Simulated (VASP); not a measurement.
# BaCo3 (Pm-3m) in VASP: single point with PBEsol

Aim: the single point of BaCo3 with PBEsol.

Program: VASP 6.6.1. These are calculated values, not measurements. Logs are shortened: lines on timing, memory, paths and dates and some standing lists are left out, and cuts for length are marked.

### 1 The cell of the first run

The structure is cubic, space group Pm-3m (No. 221). The conventional cell has a = 3.921 Å, b = 3.921 Å, c = 3.921 Å, α = 90.00°, β = 90.00°, γ = 90.00°. Ba (site symmetry m-3m) has 12 Co at 2.77 Å within 3.7 Å. Within 3.7 Å of Co (site symmetry 4/mmm) lie 4 Ba at 2.77 Å and 8 Co at 2.77 Å.

### 2 Single point, PBEsol, collinear spin, ferromagnetic start

File POSCAR:

```
BaCo3
1.0
    3.9208882362      0.0000000000      0.0000000000
    0.0000000000      3.9208882362      0.0000000000
    0.0000000000      0.0000000000      3.9208882362
Ba Co
1 3
Direct
    0.0000000000      0.0000000000      0.0000000000
    0.0000000000      0.5000000000      0.5000000000
    0.5000000000      0.5000000000      0.0000000000
    0.5000000000      0.0000000000      0.5000000000
```

File INCAR.step1:

```
PREC     = Accurate       # precision mode
ENCUT    = 520            # plane-wave cutoff, eV
EDIFF    = 1E-6           # SCF threshold, eV
ISMEAR   = 0              # smearing method
SIGMA    = 0.05           # smearing width, eV
LREAL    = False          # projectors in reciprocal space
LASPH    = True           # aspherical terms in the spheres
NELM     = 150            # most SCF steps
ALGO     = Normal         # electronic algorithm
ISIF     = 2              # what is computed and relaxed
LWAVE    = False          # write WAVECAR
LCHARG   = True           # write CHGCAR
ISPIN    = 2              # spin polarisation
MAGMOM   = 0 1.5 1.5 1.5  # initial moments
LMAXMIX  = 4              # l up to which the mixer works
GGA      = PS             # functional
NBANDS   = 30             # bands
```

File KPOINTS.step1:

```
regular mesh
0
Gamma
  8 8 8
```

File INCAR.step2:

```
PREC     = Accurate       # precision mode
ENCUT    = 520            # plane-wave cutoff, eV
EDIFF    = 1E-6           # SCF threshold, eV
ISMEAR   = -5             # smearing method
SIGMA    = 0.05           # smearing width, eV
LREAL    = False          # projectors in reciprocal space
LASPH    = True           # aspherical terms in the spheres
NELM     = 150            # most SCF steps
ALGO     = Normal         # electronic algorithm
ISIF     = 2              # what is computed and relaxed
LWAVE    = False          # write WAVECAR
LCHARG   = False          # write CHGCAR
ISPIN    = 2              # spin polarisation
MAGMOM   = 0 1.5 1.5 1.5  # initial moments
LORBIT   = 11             # projections on sites
LMAXMIX  = 4              # l up to which the mixer works
GGA      = PS             # functional
NEDOS    = 2001           # points of the DOS
ICHARG   = 11             # starting density
```

File KPOINTS.step2:

```
regular mesh
0
Gamma
  12 12 12
```

Potentials or basis: VASP PAW PBE potentials, release 64 (Ba_sv, Co).

Command:

```sh
cat potpaw_PBE.64/Ba_sv/POTCAR potpaw_PBE.64/Co/POTCAR > POTCAR
cp INCAR.step1 INCAR
cp KPOINTS.step1 KPOINTS
mpirun -np 1 vasp_std > vasp.out
cp INCAR.step2 INCAR
cp KPOINTS.step2 KPOINTS
mpirun -np 1 vasp_std > vasp.out
```

OUTCAR:

```text
PREC = Accurate
   ENCUT = 520
   EDIFF = 1E-6
   ISMEAR = -5
   LREAL = False
   LASPH = True
   NELM = 150
   ISIF = 2
   ISPIN = 2
   LORBIT = 11
   GGA = PS
   ICHARG = 11

 ion  position               nearest neighbor table
   1  0.000  0.000  0.000-   2 2.77   3 2.77   4 2.77   2 2.77   4 2.77   2 2.77   3 2.77   2 2.77
                             3 2.77   4 2.77   4 2.77   3 2.77
   2  0.000  0.500  0.500-   1 2.77   3 2.77   4 2.77   1 2.77   3 2.77   1 2.77   4 2.77   1 2.77
                             3 2.77   4 2.77   3 2.77   4 2.77
   3  0.500  0.500  0.000-   1 2.77   2 2.77   4 2.77   2 2.77   4 2.77   1 2.77   4 2.77   4 2.77
                             1 2.77   2 2.77   2 2.77   1 2.77
   4  0.500  0.000  0.500-   1 2.77   2 2.77   3 2.77   1 2.77   3 2.77   2 2.77   3 2.77   3 2.77
                             1 2.77   2 2.77   1 2.77   2 2.77

  LATTYP: Found a simple cubic cell.
 ALAT       =     3.9208882362

  Lattice vectors:

 A1 = (   3.9208882362,   0.0000000000,   0.0000000000)
 A2 = (   0.0000000000,   3.9208882362,   0.0000000000)
 A3 = (   0.0000000000,   0.0000000000,   3.9208882362)

Analysis of symmetry for initial positions (statically):
=====================================================================
 Subroutine PRICEL returns:
 Original cell was already a primitive cell.

 Routine SETGRP: Setting up the symmetry group for a
 simple cubic supercell.

 Subroutine GETGRP returns: Found 48 space group operations
 (whereof 48 operations were pure point group operations)
 out of a pool of 48 trial point group operations.

The static configuration has the point symmetry O_h .

Analysis of symmetry for dynamics (positions and initial velocities):
=====================================================================
 Subroutine PRICEL returns:
 Original cell was already a primitive cell.

 Routine SETGRP: Setting up the symmetry group for a
 simple cubic supercell.

 Subroutine GETGRP returns: Found 48 space group operations
 (whereof 48 operations were pure point group operations)
 out of a pool of 48 trial point group operations.

The dynamic configuration has the point symmetry O_h .

Analysis of structural, dynamic, and magnetic symmetry:
=====================================================================
 Subroutine PRICEL returns:
 Original cell was already a primitive cell.

 Routine SETGRP: Setting up the symmetry group for a
 simple cubic supercell.

 Subroutine GETGRP returns: Found 48 space group operations
 (whereof 48 operations were pure point group operations)
 out of a pool of 48 trial point group operations.

The overall configuration has the point symmetry O_h .

 Subroutine INISYM returns: Found 48 space group operations
 (whereof 48 operations are pure point group operations),
 and found     1 'primitive' translations

----------------------------------------------------------------------------------------

                                     Primitive cell

  volume of cell :      60.2772

  direct lattice vectors                    reciprocal lattice vectors
     3.920888236  0.000000000  0.000000000     0.255044250  0.000000000  0.000000000
     0.000000000  3.920888236  0.000000000     0.000000000  0.255044250  0.000000000
     0.000000000  0.000000000  3.920888236     0.000000000  0.000000000  0.255044250

  length of vectors
     3.920888236  3.920888236  3.920888236     0.255044250  0.255044250  0.255044250

  position of ions in fractional coordinates (direct lattice)
     0.000000000  0.000000000  0.000000000
     0.000000000  0.500000000  0.500000000
     0.500000000  0.500000000  0.000000000
     0.500000000  0.000000000  0.500000000

  ion indices of the primitive-cell ions
   primitive index   ion index
                 1           1
                 2           2
                 3           3
                 4           4

----------------------------------------------------------------------------------------

 KPOINTS: regular mesh

Automatic generation of k-mesh.
 Grid dimensions read from file:
 generate k-points for:   12   12   12

 Generating k-lattice:

  Cartesian coordinates                     Fractional coordinates (reciprocal lattice)
     0.021253688  0.000000000  0.000000000     0.083333333  0.000000000  0.000000000
     0.000000000  0.021253688  0.000000000     0.000000000  0.083333333  0.000000000
     0.000000000  0.000000000  0.021253688     0.000000000  0.000000000  0.083333333

  Length of vectors
     0.021253688  0.021253688  0.021253688

  Shift w.r.t. Gamma in fractional coordinates (k-lattice)
     0.000000000  0.000000000  0.000000000

 TETIRR: Found    854 inequivalent tetrahedra from    10368

 Subroutine IBZKPT returns following result:
 ===========================================

 Found     84 irreducible k-points:

 Following reciprocal coordinates:
            Coordinates               Weight
  0.000000  0.000000  0.000000      1.000000
  0.083333  0.000000  0.000000      6.000000
  0.166667  0.000000  0.000000      6.000000
  0.250000  0.000000  0.000000      6.000000
  0.333333  0.000000  0.000000      6.000000
  0.416667  0.000000  0.000000      6.000000
[... 16 lines left out ...]
  0.333333  0.333333  0.000000     12.000000
  0.416667  0.333333  0.000000     24.000000
 [... further k-points ...]
   k-points           NKPTS =     84   k-points in BZ     NKDIM =     84   number of bands    NBANDS=     24
   number of dos      NEDOS =   2001   number of ions     NIONS =      4
   total plane-waves  NPLWV =  27000
   dimension x,y,z NGX =    30 NGY =   30 NGZ =   30
   dimension x,y,z NGXF=    60 NGYF=   60 NGZF=   60
   ions per type =               1   3
   NGX,Y,Z   is equivalent  to a cutoff of  12.72, 12.72, 12.72 a.u.
   NGXF,Y,Z  is equivalent  to a cutoff of  25.44, 25.44, 25.44 a.u.
 SYSTEM =  unknown system
   PREC   = accura    normal or accurate (medium, high low for compatibility)
   ISTART =      0    job   : 0-new  1-cont  2-samecut
   ICHARG =     11    charge: 1-file 2-atom 10-const
   ISPIN  =      2    spin polarized calculation?
   LNONCOLLINEAR =      F non collinear calculations
   LSORBIT =      F    spin-orbit coupling
   LASPH  =      T    aspherical Exc in radial PAW
   ENCUT  =  520.0 eV  38.22 Ry    6.18 a.u.   7.29  7.29  7.29*2*pi/ulx,y,z
   NELM   =    150;   NELMIN=  2; NELMDL=  0     # of ELM steps
   EDIFF  = 0.1E-05   stopping-criterion for ELM
   LREAL  =      F    real-space projection
   EDIFFG = 0.1E-04   stopping-criterion for IOM
   NSW    =      0    number of steps for IOM
   IBRION =     -1    ionic relax: 0-MD 1-quasi-New 2-CG
   NFREE  =      0    steps in history (QN), initial steepest desc. (CG)
   ISIF   =      2    stress and relaxation
   ISYM   =      2    0-nonsym 1-usesym 2-fastsym
   POTIM  = 0.5000    time-step for ionic-motion
   TEBEG  =    0.0;   TEEND  =   0.0 temperature during run
   PSTRESS=    0.0 pullay stress
   NELECT =      37.0000    total number of electrons
   NUPDOWN=      -1.0000    fix difference up-down
   EMIN   =  10.00;   EMAX   =-10.00  energy-range for DOS
   EFERMI =   0.00;   METHOD = LEGACY
   ISMEAR =    -5;   SIGMA  =   0.05  broadening in eV -4-tet -1-fermi 0-gaus
   EFERMI_NEDOS =   21; number of points for ismear=-14 and -15
   IALGO  =     38    algorithm
   IMIX   =      4    mixing-type and parameters
     AMIX     =   0.40;   BMIX     =  1.00
     AMIX_MAG =   1.60;   BMIX_MAG =  1.00
  volume/ion in A,a.u.               =      15.07       101.69
  Fermi-wavevector in a.u.,A,eV,Ry     =   1.391311  2.629197 26.337434  1.935747
  Thomas-Fermi vector in A             =   2.515162
   LORBIT       =     11    0 simple, 1 ext, 2 COOP (PROOUT), +10 PAW based schemes
   GGA     = PS    functional components
   LHFCALC =     F    Hartree Fock is set to
   AEXX    =    0.0000 exact exchange contribution
   IVDW    =     0    specifies the selected vdW correction
   LEPSILON=     F    determine dielectric tensor
   LRPA    =     F    only Hartree local field effects (RPA)
 spin polarized calculation
 Fermi weights with tetrahedron method with Bloechl corrections
  energy-cutoff  :      520.00
  volume of cell :       60.28
 maximum number of plane-waves:      1647
 NGX is ok and might be reduce to    30

 number of electron      36.9999987 magnetization       3.8385307

 Free energy of the ion-electron system (eV)
  ---------------------------------------------------
  ext. energy  EPLUGINS =         0.00000000
  ---------------------------------------------------
  free energy    TOTEN  =       -20.69861123 eV

  energy without entropy =      -20.69861123  energy(sigma->0) =      -20.69861123

 E-fermi :   7.3430     XC(G=0): -12.2987

 val. band max:        7.3729520463   @ k =   0.2500   0.0833   0.0833
 cond. band min:       7.2961874604   @ k =   0.4167   0.0000   0.0000
 fundamental gap:     -0.0767645859
 Fermi energy:         7.3429659104

 spin component 1

 k-point     1 :       0.0000    0.0000    0.0000
  band No.  band energies     occupation
      1     -19.4322      1.00000
      2      -4.6581      1.00000
      3      -4.6581      1.00000
      4      -4.6581      1.00000
      5       1.4817      1.00000
      6       3.1211      1.00000
[... 637 lines left out ...]
     23       9.9481      0.00000
     24      10.5032      0.00000

 [... further k-points ...]

 spin component 2

 k-point     1 :       0.0000    0.0000    0.0000
  band No.  band energies     occupation
      1     -19.4697      1.00000
      2      -4.7239      1.00000
      3      -4.7239      1.00000
      4      -4.7239      1.00000
      5       1.6141      1.00000
      6       3.7209      1.00000
[... 637 lines left out ...]
     23      10.4339      0.00000
     24      10.8606      0.00000

 [... further k-points ...]

------------------------ aborting loop because EDIFF is reached ----------------------------------------

  FORCE on cell =-STRESS in cart. coord.  units (eV):
  Direction    XX          YY          ZZ          XY          YZ          ZX
  --------------------------------------------------------------------------------------
  -------------------------------------------------------------------------------------
  Total        1.7401737      1.7401737      1.7401737      0.0000000      0.0000000      0.0000000
  in kB       46.2540526     46.2540526     46.2540526      0.0000000      0.0000000      0.0000000
  external PRESSURE =      46.2540526 kB  Pullay stress =       0.0000000 kB

 VOLUME and BASIS-vectors are now :
 -----------------------------------------------------------------------------
  energy-cutoff  :      520.00
  volume of cell :       60.28
      direct lattice vectors                 reciprocal lattice vectors
     3.920888236  0.000000000  0.000000000     0.255044250  0.000000000  0.000000000
     0.000000000  3.920888236  0.000000000     0.000000000  0.255044250  0.000000000
     0.000000000  0.000000000  3.920888236     0.000000000  0.000000000  0.255044250

 POSITION                                       TOTAL-FORCE (eV/Angst)
 -----------------------------------------------------------------------------------
      0.00000      0.00000      0.00000         0.000000      0.000000      0.000000
      0.00000      1.96044      1.96044         0.000000      0.000000      0.000000
      1.96044      1.96044      0.00000         0.000000      0.000000      0.000000
      1.96044      0.00000      1.96044         0.000000      0.000000      0.000000
 -----------------------------------------------------------------------------------
    total drift:                                0.000000      0.000000     -0.000000

  FREE ENERGIE OF THE ION-ELECTRON SYSTEM (eV)
  ---------------------------------------------------
  free  energy   TOTEN  =       -20.6986112260 eV

  energy  without entropy=      -20.6986112260  energy(sigma->0) =      -20.69861123

 total charge

# of ion       s       p       d       tot
------------------------------------------
    1        2.122   5.374   1.152   8.648
    2        0.425   0.308   7.374   8.107
    3        0.425   0.308   7.374   8.107
    4        0.425   0.308   7.374   8.107
--------------------------------------------------
tot          3.397   6.299  23.273  32.969

 magnetization (x)

# of ion       s       p       d       tot
------------------------------------------
    1       -0.008   0.036  -0.146  -0.118
    2       -0.002  -0.014   1.370   1.354
    3       -0.002  -0.014   1.370   1.354
    4       -0.002  -0.014   1.370   1.354
--------------------------------------------------
tot         -0.015  -0.005   3.965   3.945
```

Wall time 2 min (1 thread of Intel Xeon 6975P-C (Granite Rapids), shared host); peak memory 0.31 GiB.

What came out:

- Net moment: 3.84 μB per cell
- Site moments: Ba -0.12; Co +1.35 μB
- Valence electrons inside the program's atomic spheres: Ba 8.65; Co 8.11

Caveat: the PAW data sets were made with another functional, which shifts forces and pressure a little; spin-orbit coupling is left out, which moves the levels of the heavy elements; tetrahedron occupations give inexact forces and stress in metals.
